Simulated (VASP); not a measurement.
# NiO (I4/mmm) in VASP: further runs

Runs on NiO. Level: PBE. Tasks: single point.

Program: VASP 6.6.1. These are calculated values, not measurements. Logs are shortened: lines on timing, memory, paths and dates and some standing lists are left out, and cuts for length are marked.

## Step 1: The cell of the first run

The structure is tetragonal, space group I4/mmm (No. 139). The conventional cell has a = 2.963 Å, b = 2.963 Å, c = 4.106 Å, α = 90.00°, β = 90.00°, γ = 90.00°. Ni (site symmetry 4/mmm) has 6 O at 2.05 to 2.10 Å within 2.7 Å. Within 2.7 Å of O (site symmetry 4/mmm) lie 6 Ni at 2.05 to 2.10 Å.

## Step 2: Single point, PBE, collinear spin, ferromagnetic start (z stretched by -2 %, then relaxed in part)

Input file INCAR:

```
SYSTEM = NiO
ALGO = Normal
EDIFF = 1E-6
ENCUT = 520
GGA = PE
ISIF = 2
ISMEAR = -1
ISPIN = 2
LASPH = .True.
LCHARG = .False.
LMAXMIX = 4
LORBIT = 11
LREAL = .False.
LWAVE = .False.
MAGMOM = 2 0
NBANDS = 19
NELM = 150
PREC = Accurate
SIGMA = 0.05
```

Input file KPOINTS:

```
k-points
0
Gamma
  19 19 19
  0 0 0
```

Input file POSCAR:

```
NiO
1.0
    0.0000000000      2.0950300000      2.0531294000
    2.0950300000      0.0000000000      2.0531294000
    2.0950300000      2.0950300000      0.0000000000
Ni O
1 1
Direct
    0.0000000000      0.0000000000      0.0000000000
    0.5000000000      0.5000000000      0.5000000000
```

Potentials or basis: VASP PAW PBE potentials, release 64 (Ni, O).

Started as:

```
> cat potpaw_PBE.64/Ni/POTCAR potpaw_PBE.64/O/POTCAR > POTCAR
> mpirun -np 1 vasp_std > vasp.out
```

OUTCAR:

```text
SYSTEM = NiO
   EDIFF = 1E-6
   ENCUT = 520
   GGA = PE
   ISIF = 2
   ISMEAR = -1
   ISPIN = 2
   LASPH = .True.
   LORBIT = 11
   LREAL = .False.
   NELM = 150
   PREC = Accurate

 ion  position               nearest neighbor table
   1  0.000  0.000  0.000-   2 2.05   2 2.05   2 2.10   2 2.10   2 2.10   2 2.10
   2  0.500  0.500  0.500-   1 2.05   1 2.05   1 2.10   1 2.10   1 2.10   1 2.10

  LATTYP: Found a body centered tetragonal cell.
 ALAT       =     2.9628198396
 C/A-ratio  =     1.3859292911

  Lattice vectors:

 A1 = (   0.0000000000,  -2.0950300000,  -2.0531294000)
 A2 = (   0.0000000000,   2.0950300000,  -2.0531294000)
 A3 = (   2.0950300000,   0.0000000000,   2.0531294000)

Analysis of symmetry for initial positions (statically):
=====================================================================
 Subroutine PRICEL returns:
 Original cell was already a primitive cell.

 Routine SETGRP: Setting up the symmetry group for a
 body centered tetragonal supercell.

 Subroutine GETGRP returns: Found 16 space group operations
 (whereof 16 operations were pure point group operations)
 out of a pool of 16 trial point group operations.

The static configuration has the point symmetry D_4h.

Analysis of symmetry for dynamics (positions and initial velocities):
=====================================================================
 Subroutine PRICEL returns:
 Original cell was already a primitive cell.

 Routine SETGRP: Setting up the symmetry group for a
 body centered tetragonal supercell.

 Subroutine GETGRP returns: Found 16 space group operations
 (whereof 16 operations were pure point group operations)
 out of a pool of 16 trial point group operations.

The dynamic configuration has the point symmetry D_4h.

Analysis of structural, dynamic, and magnetic symmetry:
=====================================================================
 Subroutine PRICEL returns:
 Original cell was already a primitive cell.

 Routine SETGRP: Setting up the symmetry group for a
 body centered tetragonal supercell.

 Subroutine GETGRP returns: Found 16 space group operations
 (whereof 16 operations were pure point group operations)
 out of a pool of 16 trial point group operations.

The overall configuration has the point symmetry D_4h.

 Subroutine INISYM returns: Found 16 space group operations
 (whereof 16 operations are pure point group operations),
 and found     1 'primitive' translations

----------------------------------------------------------------------------------------

                                     Primitive cell

  volume of cell :      18.0230

  direct lattice vectors                    reciprocal lattice vectors
     0.000000000  2.095030000  2.053129400    -0.238660067  0.238660067  0.243530681
     2.095030000  0.000000000  2.053129400     0.238660067 -0.238660067  0.243530681
     2.095030000  2.095030000  0.000000000     0.238660067  0.238660067 -0.243530681

  length of vectors
     2.933341275  2.933341275  2.962819840     0.416202412  0.416202412  0.416202412

  position of ions in fractional coordinates (direct lattice)
     0.000000000  0.000000000  0.000000000
     0.500000000  0.500000000  0.500000000

  ion indices of the primitive-cell ions
   primitive index   ion index
                 1           1
                 2           2

----------------------------------------------------------------------------------------

 KPOINTS: k-points

Automatic generation of k-mesh.
 Grid dimensions read from file:
 generate k-points for:   19   19   19

 Generating k-lattice:

  Cartesian coordinates                     Fractional coordinates (reciprocal lattice)
    -0.012561056  0.012561056  0.012817404     0.052631579  0.000000000  0.000000000
     0.012561056 -0.012561056  0.012817404     0.000000000  0.052631579  0.000000000
     0.012561056  0.012561056 -0.012817404     0.000000000  0.000000000  0.052631579

  Length of vectors
     0.021905390  0.021905390  0.021905390

  Shift w.r.t. Gamma in fractional coordinates (k-lattice)
     0.000000000  0.000000000  0.000000000

 Subroutine IBZKPT returns following result:
 ===========================================

 Found    550 irreducible k-points:

 Following reciprocal coordinates:
            Coordinates               Weight
  0.000000  0.000000  0.000000      1.000000
  0.052632  0.000000  0.000000      8.000000
  0.105263  0.000000  0.000000      8.000000
  0.157895  0.000000  0.000000      8.000000
  0.210526 -0.000000  0.000000      8.000000
  0.263158 -0.000000  0.000000      8.000000
[... 16 lines left out ...]
 -0.315789  0.052632  0.000000      8.000000
 -0.263158  0.052632  0.000000      8.000000
 [... further k-points ...]
   k-points           NKPTS =    550   k-points in BZ     NKDIM =    550   number of bands    NBANDS=     19
   number of dos      NEDOS =    301   number of ions     NIONS =      2
   total plane-waves  NPLWV =  13824
   dimension x,y,z NGX =    24 NGY =   24 NGZ =   24
   dimension x,y,z NGXF=    48 NGYF=   48 NGZF=   48
   ions per type =               1   1
   NGX,Y,Z   is equivalent  to a cutoff of  13.60, 13.60, 13.47 a.u.
   NGXF,Y,Z  is equivalent  to a cutoff of  27.20, 27.20, 26.93 a.u.
 SYSTEM =  NiO
   PREC   = accura    normal or accurate (medium, high low for compatibility)
   ISTART =      0    job   : 0-new  1-cont  2-samecut
   ICHARG =      2    charge: 1-file 2-atom 10-const
   ISPIN  =      2    spin polarized calculation?
   LNONCOLLINEAR =      F non collinear calculations
   LSORBIT =      F    spin-orbit coupling
   LASPH  =      T    aspherical Exc in radial PAW
   ENCUT  =  520.0 eV  38.22 Ry    6.18 a.u.   5.45  5.45  5.51*2*pi/ulx,y,z
   NELM   =    150;   NELMIN=  2; NELMDL= -5     # of ELM steps
   EDIFF  = 0.1E-05   stopping-criterion for ELM
   LREAL  =      F    real-space projection
   EDIFFG = 0.1E-04   stopping-criterion for IOM
   NSW    =      0    number of steps for IOM
   IBRION =     -1    ionic relax: 0-MD 1-quasi-New 2-CG
   NFREE  =      0    steps in history (QN), initial steepest desc. (CG)
   ISIF   =      2    stress and relaxation
   ISYM   =      2    0-nonsym 1-usesym 2-fastsym
   POTIM  = 0.5000    time-step for ionic-motion
   TEBEG  =    0.0;   TEEND  =   0.0 temperature during run
   PSTRESS=    0.0 pullay stress
   NELECT =      16.0000    total number of electrons
   NUPDOWN=      -1.0000    fix difference up-down
   EMIN   =  10.00;   EMAX   =-10.00  energy-range for DOS
   EFERMI =   0.00;   METHOD = LEGACY
   ISMEAR =    -1;   SIGMA  =   0.05  broadening in eV -4-tet -1-fermi 0-gaus
   EFERMI_NEDOS =   21; number of points for ismear=-14 and -15
   IALGO  =     38    algorithm
   IMIX   =      4    mixing-type and parameters
     AMIX     =   0.40;   BMIX     =  1.00
     AMIX_MAG =   1.60;   BMIX_MAG =  1.00
  volume/ion in A,a.u.               =       9.01        60.81
  Fermi-wavevector in a.u.,A,eV,Ry     =   1.573400  2.973295 33.682425  2.475588
  Thomas-Fermi vector in A             =   2.674690
   LORBIT       =     11    0 simple, 1 ext, 2 COOP (PROOUT), +10 PAW based schemes
   GGA     = PE    functional components
   LHFCALC =     F    Hartree Fock is set to
   AEXX    =    0.0000 exact exchange contribution
   IVDW    =     0    specifies the selected vdW correction
   LEPSILON=     F    determine dielectric tensor
   LRPA    =     F    only Hartree local field effects (RPA)
 spin polarized calculation
  energy-cutoff  :      520.00
  volume of cell :       18.02
 maximum number of plane-waves:       518
 NGX is ok and might be reduce to    24
   NGX = 11   NGY = 11   NGZ = 11

 number of electron      15.9999999 magnetization       1.6561631

 Free energy of the ion-electron system (eV)
  ---------------------------------------------------
  ext. energy  EPLUGINS =         0.00000000
  ---------------------------------------------------
  free energy    TOTEN  =       -11.46795526 eV

  energy without entropy =      -11.45775350  energy(sigma->0) =      -11.46285438

 E-fermi :   8.0787     XC(G=0): -12.7414

 val. band max:        8.0771163545   @ k =  -0.2632  -0.0000   0.1053
 cond. band min:       8.0797079494   @ k =   0.4211  -0.0000   0.0526
 fundamental gap:      0.0025915949
 Fermi energy:         8.0787295784

 spin component 1

 k-point     1 :       0.0000    0.0000    0.0000
  band No.  band energies     occupation
      1     -12.4316      1.00000
      2       4.9513      1.00000
      3       4.9788      1.00000
      4       4.9916      1.00000
      5       5.0187      1.00000
      6       5.0187      1.00000
[... 11 lines left out ...]
     18      33.7144      0.00000
     19      34.5199      0.00000
[... 485 lines left out ...]
 k-point    24 :      -0.2632    0.0526    0.0000
  band No.  band energies     occupation
      1     -11.6451      1.00000
      2       1.3825      1.00000
      3       2.6707      1.00000
      4       2.8301      1.00000
      5       5.7754      1.00000
      6       5.8102      1.00000
[... 11 lines left out ...]
     18      38.9345      0.00000
     19      39.7080      0.00000

 [... further k-points ...]

 spin component 2

 k-point     1 :       0.0000    0.0000    0.0000
  band No.  band energies     occupation
      1     -12.0281      1.00000
      2       5.3976      1.00000
      3       5.4975      1.00000
      4       5.4975      1.00000
      5       6.1623      1.00000
      6       6.1624      1.00000
[... 11 lines left out ...]
     18      34.2949      0.00000
     19      35.0866      0.00000
[... 485 lines left out ...]
 k-point    24 :      -0.2632    0.0526    0.0000
  band No.  band energies     occupation
      1     -11.2186      1.00000
      2       1.7930      1.00000
      3       3.7387      1.00000
      4       3.7604      1.00000
      5       6.6699      1.00000
      6       6.8160      1.00000
[... 11 lines left out ...]
     18      39.3549      0.00000
     19      40.2555      0.00000

 [... further k-points ...]

------------------------ aborting loop because EDIFF is reached ----------------------------------------

  FORCE on cell =-STRESS in cart. coord.  units (eV):
  Direction    XX          YY          ZZ          XY          YZ          ZX
  --------------------------------------------------------------------------------------
  -------------------------------------------------------------------------------------
  Total        0.6595277      0.6595277      0.9333719      0.0000000      0.0000000      0.0000000
  in kB       58.6295837     58.6295837     82.9733217      0.0000000      0.0000000      0.0000000
  external PRESSURE =      66.7441630 kB  Pullay stress =       0.0000000 kB

 VOLUME and BASIS-vectors are now :
 -----------------------------------------------------------------------------
  energy-cutoff  :      520.00
  volume of cell :       18.02
      direct lattice vectors                 reciprocal lattice vectors
     0.000000000  2.095030000  2.053129400    -0.238660067  0.238660067  0.243530681
     2.095030000  0.000000000  2.053129400     0.238660067 -0.238660067  0.243530681
     2.095030000  2.095030000  0.000000000     0.238660067  0.238660067 -0.243530681

 POSITION                                       TOTAL-FORCE (eV/Angst)
 -----------------------------------------------------------------------------------
      0.00000      0.00000      0.00000         0.000000      0.000000      0.000000
      2.09503      2.09503      2.05313         0.000000      0.000000      0.000000
 -----------------------------------------------------------------------------------
    total drift:                                0.000000     -0.000000     -0.000000

  FREE ENERGIE OF THE ION-ELECTRON SYSTEM (eV)
  ---------------------------------------------------
  free  energy   TOTEN  =       -11.4679552558 eV

  energy  without entropy=      -11.4577535016  energy(sigma->0) =      -11.46285438

 total charge

# of ion       s       p       d       tot
------------------------------------------
    1        0.335   0.413   8.264   9.012
    2        1.558   3.425   0.000   4.982
--------------------------------------------------
tot          1.893   3.837   8.264  13.994

 magnetization (x)

# of ion       s       p       d       tot
------------------------------------------
    1        0.012   0.015   1.343   1.370
    2        0.028   0.218   0.000   0.246
--------------------------------------------------
tot          0.039   0.233   1.343   1.616
```

Run time: 6.4 min. Hardware: 1 thread of Intel Xeon 8259CL, shared host; peak memory 0.39 GiB.

Results:

| Item | Value |
| --- | --- |
| Free energy | -11.4680 eV |
| Pressure | 6.7 GPa |
| Net moment | 1.66 μB per cell |
| Site moments | Ni +1.37; O +0.25 μB |
| Valence electrons inside the program's atomic spheres | Ni 9.01; O 4.98 |

Caveat: the cell differs from its parent crystal (z stretched by -2 %, then relaxed in part); the cell stands under pressure; a cell with one magnetic atom can't hold antiferromagnetic order, which such compounds often take; semilocal functionals often make such compounds metallic where correlation or magnetic order opens a gap, which also shifts bond lengths.

(Part 1 of 2 ends here.)
